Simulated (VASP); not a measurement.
Set up this calculation in VASP 6.6.1, as the native input.

| Item | Value |
| --- | --- |
| Task | single point |
| Functional | PBE-based screened hybrid with 25 % exact exchange |
| Potentials or basis | VASP PAW PBE potentials, release 64 (B, As) |
| Cutoff | 520 eV |
| k mesh | 5 × 5 × 5 |
| Occupations | fermi-dirac, width 0.05 eV |
| Spin | no spin polarisation |
| Dipole correction | no |
| Grid for exact exchange (PRECFOCK) | Normal |
| Share of exact exchange | 0.25 |
| Further INCAR settings | ALGO = Normal; EDIFF = 1e-06; NBANDS = 11 |
| Screening parameter | 0.3 1/Å |

Crystal: BAs.

```
B As
1.0
     2.95701    0.00000    0.00000
     0.00000    2.95701    0.00000
     0.00000    0.00000    2.95701
B As
1 1
Direct
  0.50000 0.50000 0.50000
  0.00000 0.00000 0.00000
```

The input as run:

POSCAR

```
BAs
1.0
    2.9570103300      0.0000000000      0.0000000000
    0.0000000000      2.9570103300      0.0000000000
    0.0000000000      0.0000000000      2.9570103300
B As
1 1
Direct
    0.5000000000      0.5000000000      0.5000000000
    0.0000000000      0.0000000000      0.0000000000
```

INCAR.step1

```
ALGO = Normal ; EDIFF = 1E-5
ENCUT = 520 ; GGA = PE
ISIF = 2 ; ISMEAR = -1
LASPH = True ; LCHARG = False
LREAL = False ; LWAVE = True
NBANDS = 11 ; NELM = 60
PREC = Accurate ; SIGMA = 0.05
```

INCAR.step2

```
AEXX = 0.25 ; ALGO = Normal
EDIFF = 1E-6 ; ENCUT = 520
GGA = PE ; HFSCREEN = 0.3
ISIF = 2 ; ISMEAR = -1
ISTART = 1 ; LASPH = True
LCHARG = False ; LHFCALC = True
LREAL = False ; LWAVE = False
NBANDS = 11 ; NELM = 60
PREC = Accurate ; PRECFOCK = Normal
SIGMA = 0.05
```

KPOINTS

```
k-points
0
Gamma
  5 5 5
```

Potentials or basis: VASP PAW PBE potentials, release 64 (B, As).

Launch:

```bash
$ cat potpaw_PBE.64/B/POTCAR potpaw_PBE.64/As/POTCAR > POTCAR
$ cp INCAR.step1 INCAR
$ mpirun -np 1 vasp_std > vasp.out
$ cp INCAR.step2 INCAR
$ mpirun -np 1 vasp_std > vasp.out
```

It gave:

The pressure is -8.6 GPa and the band gap on the k mesh is zero (bands 4 and 5 overlap by 3.98 eV).

Caveat: the k points lie up to 0.42 Å⁻¹ apart, too coarse for converged energies and pressures of a metal; the PAW data sets were made with another functional, which shifts forces and pressure a little.

Run time: 2.1 min on 1 thread of Intel(R) Xeon(R) Platinum 8488C (Sapphire Rapids), with other jobs on the host, peak memory 0.24 GiB.
